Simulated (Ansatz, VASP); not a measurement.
**Zr: VASP beside Ansatz**

File INCAR:

```
PREC = Accurate
ENCUT = 520
EDIFF = 1E-6
ISMEAR = 0
SIGMA = 0.15
LREAL = F
LASPH = T
NELM = 80
ALGO = Fast
ISIF = 2
LWAVE = F
LCHARG = F
GGA = PS
NBANDS = 19
```

Contents of KPOINTS:

```
regular mesh
0
Gamma
  18 18 10
```

The input POSCAR:

```
Zr
1.0
    3.2319982225      0.0000000000      0.0000000000
   -1.6159991112      2.7989925657      0.0000000000
    0.0000000000      0.0000000000      5.1470000000
Zr
2
Direct
    0.3601286885      0.7202573771      0.1917136196
    0.6666666667      0.3333333333      0.7500000000
```

Input for Ansatz:

```yaml
crystal:
  lattice:
    - [3.2319982225, 0.0, 0.0]
    - [-1.6159991112, 2.7989925657, 0.0]
    - [0.0, 0.0, 5.147]
  atoms:
    - { symbol: Zr, position: [0.3601286885, 0.7202573771, 0.1917136196] }
    - { symbol: Zr, position: [0.6666666667, 0.3333333333, 0.75] }
basis:
  ecutwfc: 420
kpoints:
  mp_grid: { grid: [18, 18, 10] }
hamiltonian:
  xc: pbesol
scf:
  occupations: { method: gaussian, width: 0.15 }
output:
  forces: true
  stress: true
  eigenvalues: true
```

Alike in both runs: task single point; functional PBEsol; k mesh 18 × 18 × 10; occupations gaussian, width 0.15 eV; no spin polarisation.

```csv
,VASP,Ansatz
version,VASP 6.6.1,Ansatz 0.2.0
potentials or method,"VASP PAW PBE potentials, release 64 (Zr_sv), cutoff 520 eV","scalar-relativistic, plane waves, PAW"
valence electrons in the cell,24,24
```

Ansatz gave:

- gap on the k mesh at the Fermi level (eV): none
- pressure (GPa): -0.2
- traceless stress, the component that is largest in VASP (GPa): -2.66
- rms of the force components (eV/Å): 0.933

**Question.** Estimate VASP's values.

**Answer.** gap on the k mesh at the Fermi level (eV): none; pressure (GPa): -0.1; traceless stress, the component that is largest in VASP (GPa): -2.68; rms of the force components (eV/Å): 0.937.

VASP's potentials were made for PBE, not for PBEsol. Atom by atom the forces differ by 0.004 eV/Å (rms over components). A gap of «none» marks a metal or a gap that the smearing closes.
